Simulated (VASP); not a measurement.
Here is a VASP 6.6.1 calculation.

INCAR

```
PREC = Accurate
ENCUT = 500
EDIFF = 1E-6
ISMEAR = 0
SIGMA = 0.05
LREAL = False
LASPH = True
NELM = 200
ALGO = Normal
ISIF = 2
LWAVE = False
LCHARG = False
ISPIN = 2
MAGMOM = 0.05 -0.05 0 0
LORBIT = 11
LMAXMIX = 4
LDAU = True
LDAUTYPE = 2
LDAUL = 2 -1
LDAUU = 3 0
LDAUJ = 0 0
LDAUPRINT = 1
NBANDS = 32
GGA_COMPAT = False
```

The input KPOINTS:

```
regular mesh
0
Gamma
  6 6 6
```

POSCAR

```
RuS
1.0
    3.0319028300      0.0000000000      0.0000000000
    0.0000000000      3.0319028300      3.0319028300
    0.0000000000      0.0000000000      6.0638056600
Ru S
2 2
Direct
    0.0000000000      0.0000000000      0.0000000000
    0.0000000000      0.0000000000      0.5000000000
    0.5000000000      0.5000000000      0.0000000000
    0.5000000000      0.5000000000      0.5000000000
```

Potentials or basis: VASP PAW LDA potentials, release 64 (Ru_pv, S).

Run with:

```console
$ cat potpaw_LDA.64/Ru_pv/POTCAR potpaw_LDA.64/S/POTCAR > POTCAR
$ mpirun -np 1 vasp_std > vasp.out
```

(1) Predict the site moments.

(2) What does it give for the band gap on the k mesh?

(3) Predict the net moment.

(4) Predict the pressure.

## Answers

(1) Ru +0.07, -0.07; S +0.00 μB.

(2) zero (filled and empty bands overlap).

(3) 0.00 μB per cell.

(4) -20.5 GPa.
